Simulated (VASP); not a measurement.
# Sn (Fd-3m) in VASP: single point with PBEsol

Aim: the single point of Sn with PBEsol.

Everything below comes from runs of VASP 6.6.1. Logs are shortened: lines on timing, memory, paths and dates and some standing lists are left out, and cuts for length are marked.

## (1) The cell of the first run

The structure is cubic, space group Fd-3m (No. 227). Conventional cell: a = 6.542 Å, b = 6.542 Å, c = 6.542 Å, α = 90.00°, β = 90.00°, γ = 90.00°. Within 3.7 Å of Sn (site symmetry -43m) lie 4 Sn at 2.83 Å.

## (2) Single point, PBEsol

File INCAR:

```
SYSTEM = Sn
  PREC = Accurate
  ENCUT = 520
  EDIFF = 1E-6
  ISMEAR = 0
  SIGMA = 0.1
  LREAL = .FALSE.
  LASPH = .TRUE.
  NELM = 60
  ALGO = Normal
  ISIF = 2
  LWAVE = .FALSE.
  LCHARG = .FALSE.
  GGA = PS
  NBANDS = 21
```

File KPOINTS:

```
Automatic mesh
0
G
  12 12 12
  0 0 0
```

File POSCAR:

```
Sn
1.0
    0.0000000000      3.2707792321      3.2707792321
    3.2707792321      0.0000000000      3.2707792321
    3.2707792321      3.2707792321      0.0000000000
Sn
2
Direct
    0.5000000000      0.5000000000      0.5000000000
    0.7500000000      0.7500000000      0.7500000000
```

Potentials or basis: VASP PAW PBE potentials, release 64 (Sn_d).

Launch:

```console
$ cat potpaw_PBE.64/Sn_d/POTCAR > POTCAR
$ mpirun -np 1 vasp_std > vasp.out
```

OUTCAR:

```text
SYSTEM = Sn
   PREC = Accurate
   ENCUT = 520
   EDIFF = 1E-6
   ISMEAR = 0
   LREAL = .FALSE.
   LASPH = .TRUE.
   NELM = 60
   ISIF = 2
   GGA = PS

 ion  position               nearest neighbor table
   1  0.500  0.500  0.500-   2 2.83   2 2.83   2 2.83   2 2.83
   2  0.750  0.750  0.750-   1 2.83   1 2.83   1 2.83   1 2.83

  LATTYP: Found a face centered cubic cell.
 ALAT       =     6.5415584642

  Lattice vectors:

 A1 = (   0.0000000000,   3.2707792321,   3.2707792321)
 A2 = (   3.2707792321,   0.0000000000,   3.2707792321)
 A3 = (   3.2707792321,   3.2707792321,   0.0000000000)

Analysis of symmetry for initial positions (statically):
=====================================================================
 Subroutine PRICEL returns:
 Original cell was already a primitive cell.

 Routine SETGRP: Setting up the symmetry group for a
 face centered cubic supercell.

 Subroutine GETGRP returns: Found 48 space group operations
 (whereof 24 operations were pure point group operations)
 out of a pool of 48 trial point group operations.

The static configuration has the point symmetry T_d .
 The point group associated with its full space group is O_h .

Analysis of symmetry for dynamics (positions and initial velocities):
=====================================================================
 Subroutine PRICEL returns:
 Original cell was already a primitive cell.

 Routine SETGRP: Setting up the symmetry group for a
 face centered cubic supercell.

 Subroutine GETGRP returns: Found 48 space group operations
 (whereof 24 operations were pure point group operations)
 out of a pool of 48 trial point group operations.

The dynamic configuration has the point symmetry T_d .
 The point group associated with its full space group is O_h .

 Subroutine INISYM returns: Found 48 space group operations
 (whereof 24 operations are pure point group operations),
 and found     1 'primitive' translations

----------------------------------------------------------------------------------------

                                     Primitive cell

  volume of cell :      69.9816

  direct lattice vectors                    reciprocal lattice vectors
     0.000000000  3.270779232  3.270779232    -0.152868771  0.152868771  0.152868771
     3.270779232  0.000000000  3.270779232     0.152868771 -0.152868771  0.152868771
     3.270779232  3.270779232  0.000000000     0.152868771  0.152868771 -0.152868771

[... 73 lines left out ...]
 SYSTEM =  Sn
   PREC   = accura    normal or accurate (medium, high low for compatibility)
   ISTART =      0    job   : 0-new  1-cont  2-samecut
   ICHARG =      2    charge: 1-file 2-atom 10-const
   ISPIN  =      1    spin polarized calculation?
   LNONCOLLINEAR =      F non collinear calculations
   LSORBIT =      F    spin-orbit coupling
   LASPH  =      T    aspherical Exc in radial PAW
   ENCUT  =  520.0 eV  38.22 Ry    6.18 a.u.   8.60  8.60  8.60*2*pi/ulx,y,z
   NELM   =     60;   NELMIN=  2; NELMDL= -5     # of ELM steps
   EDIFF  = 0.1E-05   stopping-criterion for ELM
   LREAL  =      F    real-space projection
   EDIFFG = 0.1E-04   stopping-criterion for IOM
   NSW    =      0    number of steps for IOM
   IBRION =     -1    ionic relax: 0-MD 1-quasi-New 2-CG
   NFREE  =      0    steps in history (QN), initial steepest desc. (CG)
   ISIF   =      2    stress and relaxation
   ISYM   =      2    0-nonsym 1-usesym 2-fastsym
   POTIM  = 0.5000    time-step for ionic-motion
   TEBEG  =    0.0;   TEEND  =   0.0 temperature during run
   PSTRESS=    0.0 pullay stress
   NELECT =      28.0000    total number of electrons
   NUPDOWN=      -1.0000    fix difference up-down
   EMIN   =  10.00;   EMAX   =-10.00  energy-range for DOS
   EFERMI =   0.00;   METHOD = LEGACY
   ISMEAR =     0;   SIGMA  =   0.10  broadening in eV -4-tet -1-fermi 0-gaus
   EFERMI_NEDOS =   21; number of points for ismear=-14 and -15
   IALGO  =     38    algorithm
   IMIX   =      4    mixing-type and parameters
     AMIX     =   0.40;   BMIX     =  1.00
     AMIX_MAG =   1.60;   BMIX_MAG =  1.00
  volume/ion in A,a.u.               =      34.99       236.13
  Fermi-wavevector in a.u.,A,eV,Ry     =   1.206330  2.279634 19.799648  1.455233
  Thomas-Fermi vector in A             =   2.342001
   LORBIT       =      0    0 simple, 1 ext, 2 COOP (PROOUT), +10 PAW based schemes
   GGA     = PS    functional components
   LHFCALC =     F    Hartree Fock is set to
   AEXX    =    0.0000 exact exchange contribution
   IVDW    =     0    specifies the selected vdW correction
   LEPSILON=     F    determine dielectric tensor
   LRPA    =     F    only Hartree local field effects (RPA)
 non-spin polarized calculation
 Gauss-broadening in eV      SIGMA  =   0.10
  energy-cutoff  :      520.00
  volume of cell :       69.98
 maximum number of plane-waves:      1900
   NGX = 17   NGY = 17   NGZ = 17

 number of electron      27.9999986 magnetization

 Free energy of the ion-electron system (eV)
  ---------------------------------------------------
  ext. energy  EPLUGINS =         0.00000000
  ---------------------------------------------------
  free energy    TOTEN  =        -8.46573452 eV

  energy without entropy =       -8.46449147  energy(sigma->0) =       -8.46511299

 E-fermi :   5.2198     XC(G=0):  -8.9620

 val. band max:        5.1879814472   @ k =   0.0833   0.0000   0.0000
 cond. band min:       5.3027173301   @ k =   0.3333   0.0000   0.0000
 fundamental gap:      0.1147358829
 Fermi energy:         5.2198138423

 k-point     1 :       0.0000    0.0000    0.0000
  band No.  band energies     occupation
      1     -16.3155      2.00000
      2     -16.3155      2.00000
      3     -16.3155      2.00000
      4     -16.2582      2.00000
      5     -16.2582      2.00000
      6     -15.9658      2.00000
[... 565 lines left out ...]
     20      12.9971      0.00000
     21      13.1467      0.00000

 [... further k-points ...]
[... 5 lines left out ...]
  --------------------------------------------------------------------------------------
  -------------------------------------------------------------------------------------
  Total       -0.0388290     -0.0388290     -0.0388290      0.0000000      0.0000000     -0.0000000
  in kB       -0.8889608     -0.8889608     -0.8889608      0.0000000      0.0000000     -0.0000000
  external PRESSURE =      -0.8889608 kB  Pullay stress =       0.0000000 kB

 VOLUME and BASIS-vectors are now :
 -----------------------------------------------------------------------------
  energy-cutoff  :      520.00
  volume of cell :       69.98
      direct lattice vectors                 reciprocal lattice vectors
     0.000000000  3.270779232  3.270779232    -0.152868771  0.152868771  0.152868771
     3.270779232  0.000000000  3.270779232     0.152868771 -0.152868771  0.152868771
     3.270779232  3.270779232  0.000000000     0.152868771  0.152868771 -0.152868771

 POSITION                                       TOTAL-FORCE (eV/Angst)
 -----------------------------------------------------------------------------------
      3.27078      3.27078      3.27078        -0.000000     -0.000000     -0.000000
      4.90617      4.90617      4.90617         0.000000      0.000000      0.000000
 -----------------------------------------------------------------------------------
    total drift:                                0.000000      0.000000      0.000000

  FREE ENERGIE OF THE ION-ELECTRON SYSTEM (eV)
  ---------------------------------------------------
  free  energy   TOTEN  =        -8.4657345151 eV

  energy  without entropy=       -8.4644914685  energy(sigma->0) =       -8.46511299
```

Run time: 69 s. Hardware: 1 thread of AMD EPYC 9R45 (Zen 5), shared host; peak memory 0.21 GiB.

What came out:

| Item | Value |
| --- | --- |
| Free energy | -8.4657 eV |
| Pressure | -0.1 GPa |
| Band gap on the k mesh | zero (band 14 reaches 5.32 eV, above the bottom of band 15 at 5.13 eV) |

Levels at points of the mesh, in eV from the Fermi level:
```csv
k point,band 10,band 11,band 12,band 13,band 14,band 15,band 16,band 17,band 18,band 19
"(0.00, 0.00, 0.00)",-21.18,-10.45,-0.84,0.10,0.10,0.10,2.17,2.17,2.17,4.86
"(0.50, 0.00, 0.00)",-21.13,-8.87,-6.22,-1.07,-1.07,-0.09,3.22,3.22,5.56,8.32
"(0.50, 0.50, 0.00)",-21.11,-7.43,-7.43,-2.37,-2.37,0.80,0.80,7.58,7.58,9.07
```

Caveat: the PAW data sets were made with another functional, which shifts forces and pressure a little; spin-orbit coupling is left out, which moves the levels of the heavy elements.
